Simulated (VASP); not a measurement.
Wanted: the native input for a VASP 6.6.1 run.

```yaml
Task: single point
Functional: LDA
Potentials_or_basis: VASP PAW LDA potentials, release 64 (Si)
Cutoff: 520 eV
k_mesh: 21 × 21 × 20
Occupations: gaussian, width 0.15 eV
Spin: no spin polarisation
Dipole_correction: no
Further_INCAR_settings: ALGO = Normal; EDIFF = 1e-07; NBANDS = 8
```

The structure of Si lies in POSCAR:

```
Si
1.0
    2.5419265304      0.0000000000      0.0000000000
   -1.2709632652      2.2013729499      0.0000000000
    0.0000000000      0.0000000000      2.4663543900
Si
1
Direct
    0.0000000000      0.0000000000      0.0000000000
```

This isn't the form of Si at room conditions, which is diamond.

This cell differs from its parent crystal: strain -0.0300 x Voigt [1, 1, 0, 0, 0, 0].

One way to write it, as run:

INCAR

```
SYSTEM = Si
ALGO = Normal ; EDIFF = 1E-7
ENCUT = 520 ; ISIF = 2
ISMEAR = 0 ; LASPH = .True.
LCHARG = .False. ; LREAL = .False.
LWAVE = .False. ; NBANDS = 8
NELM = 60 ; PREC = Accurate
SIGMA = 0.15
```

KPOINTS

```
k-points
0
Gamma
  21 21 20
  0 0 0
```

Potentials or basis: VASP PAW LDA potentials, release 64 (Si).

Command:

```bash
$ cat potpaw_LDA.64/Si/POTCAR > POTCAR
$ mpirun -np 1 vasp_std > vasp.out
```

Results of the run:

- Pressure: 6.9 GPa
- Band gap on the k mesh: zero (bands 2 and 3 overlap by 12.01 eV)

Caveat: the cell differs from its parent crystal (strain -0.0300 x Voigt [1, 1, 0, 0, 0, 0]); the cell stands under pressure.

Run time: 55 s on 1 thread of Intel Xeon 8259CL (shared host), peak memory 0.15 GiB.
